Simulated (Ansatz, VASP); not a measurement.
# Two plane-wave programs on C

INCAR

```
PREC     = Accurate       # precision mode
ENCUT    = 600            # plane-wave cutoff, eV
EDIFF    = 1E-6           # SCF threshold, eV
ISMEAR   = 0              # smearing method
SIGMA    = 0.1            # smearing width, eV
LREAL    = False          # projectors in reciprocal space
LASPH    = True           # aspherical terms in the spheres
NELM     = 120            # most SCF steps
ALGO     = Normal         # electronic algorithm
ISIF     = 2              # what is computed and relaxed
LWAVE    = False          # write WAVECAR
LCHARG   = False          # write CHGCAR
GGA      = PS             # functional
NBANDS   = 11             # bands
GGA_COMPAT= False
```

KPOINTS

```
Automatic mesh
0
Gamma
  8 8 8
```

The input POSCAR:

```
C
1.0
    0.0000000000      1.7833700000      1.7833700000
    1.7833700000      0.0000000000      1.7833700000
    1.7833700000      1.7833700000      0.0000000000
C
2
Direct
    0.0000000000      0.0000000000      0.0000000000
    0.2500000000      0.2500000000      0.2500000000
```

Input for Ansatz:

```yaml
crystal:
  lattice:
    - [0.0, 1.78337, 1.78337]
    - [1.78337, 0.0, 1.78337]
    - [1.78337, 1.78337, 0.0]
  atoms:
    - { symbol: C, position: [0.0, 0.0, 0.0] }
    - { symbol: C, position: [0.25, 0.25, 0.25] }
basis:
  ecutwfc: 420
kpoints:
  mp_grid: { grid: [8, 8, 8] }
hamiltonian:
  xc: pbesol
scf:
  occupations: { method: gaussian, width: 0.1 }
output:
  forces: true
  stress: true
  eigenvalues: true
```

Alike in both runs: task single point; functional PBEsol; k mesh 8 × 8 × 8; occupations gaussian, width 0.1 eV; no spin polarisation.

```csv
,VASP,Ansatz
version,VASP 6.6.1,Ansatz 0.2.0
potentials or method,"VASP PAW PBE potentials, release 64 (C), cutoff 600 eV","scalar-relativistic, plane waves, PAW"
valence electrons in the cell,8,8
```

|  | VASP | Ansatz | Ansatz less VASP |
| --- | --- | --- | --- |
| gap on the k mesh at the Fermi level (eV) | 4.00 | 4.01 | +0.005 |
| least direct gap on the mesh (eV) | 5.54 | 5.54 | +0.001 |
| pressure (GPa) | -4.4 | -4.8 | -0.40 |

VASP's potentials were made for PBE, not for PBEsol. The functional is the same, so the differences come from potentials, cutoffs and numerics.
